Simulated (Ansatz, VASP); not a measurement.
Two plane-wave programs on Sr

Contents of INCAR:

```
SYSTEM = Sr
PREC = Accurate
ENCUT = 520
EDIFF = 1E-7
ISMEAR = -1
SIGMA = 0.1
LREAL = .False.
LASPH = .True.
NELM = 80
ALGO = Normal
ISIF = 2
LWAVE = .False.
LCHARG = .False.
GGA = PE
NBANDS = 17
```

The input KPOINTS:

```
regular mesh
0
Gamma
  12 12 12
  0 0 0
```

POSCAR

```
Sr
1.0
   -2.8624255350      2.8624255350      1.5383971729
    2.8624255350     -2.8624255350      1.5383971729
    2.8624255350      2.8624255350     -1.5383971729
Sr
2
Direct
   -0.3750000000     -0.1250000000     -0.2500000000
    0.3750000000      0.1250000000      0.2500000000
```

Input for Ansatz:

```yaml
crystal:
  lattice:
    - [-2.862425535, 2.862425535, 1.5383971729]
    - [2.862425535, -2.862425535, 1.5383971729]
    - [2.862425535, 2.862425535, -1.5383971729]
  atoms:
    - { symbol: Sr, position: [-0.375, -0.125, -0.25] }
    - { symbol: Sr, position: [0.375, 0.125, 0.25] }
kpoints:
  mp_grid: { grid: [12, 12, 12] }
  band_path:
    path:
      - [0.0, 0.0, 0.0]
      - [0.0, 0.0, 0.5]
      - [-0.5, 0.5, 0.5]
      - [0.0, 0.0, 0.0]
      - [0.3222118647, 0.3222118647, -0.3222118647]
      - [-0.3222118647, 0.6777881353, 0.3222118647]
      - [-0.5, 0.5, 0.5]
      - [0.0, 0.0, 0.5]
      - [0.25, 0.25, 0.25]
    npoints: 8
scf:
  occupations: { method: fermi_dirac, width: 0.1 }
hamiltonian:
  xc: pbe
  pseudopotentials: { kind: paw }
output:
  forces: true
  stress: true
  eigenvalues: true
  populations: true
  dos: { projected: true, de: 0.2, e_range: [-14, 8] }
```

Change from the starting cell: volume scaled by 0.45, PAW files.

Alike in both runs: task single point; functional PBE; k mesh 12 × 12 × 12; occupations fermi-dirac, width 0.1 eV; no spin polarisation.

|  | VASP | Ansatz |
| --- | --- | --- |
| version | VASP 6.6.1 | Ansatz 0.2.0 |
| potentials or method | VASP PAW PBE potentials, release 64 (Sr_sv) | PAW with Ansatz's default frozen-core files, scalar-relativistic |
| plane-wave cutoff (eV) | 520 | 420 |
| valence electrons in the cell | 20 | 20 |

Ansatz gave:

| Property | Result |
| --- | --- |
| pressure (GPa) | 25.8 |
| traceless stress, the component that is largest in VASP (GPa) | 0.52 |

Problem. What did VASP give for the same quantities?

Solution. Pressure (GPa): 26.3; traceless stress, the component that is largest in VASP (GPa): 0.51.
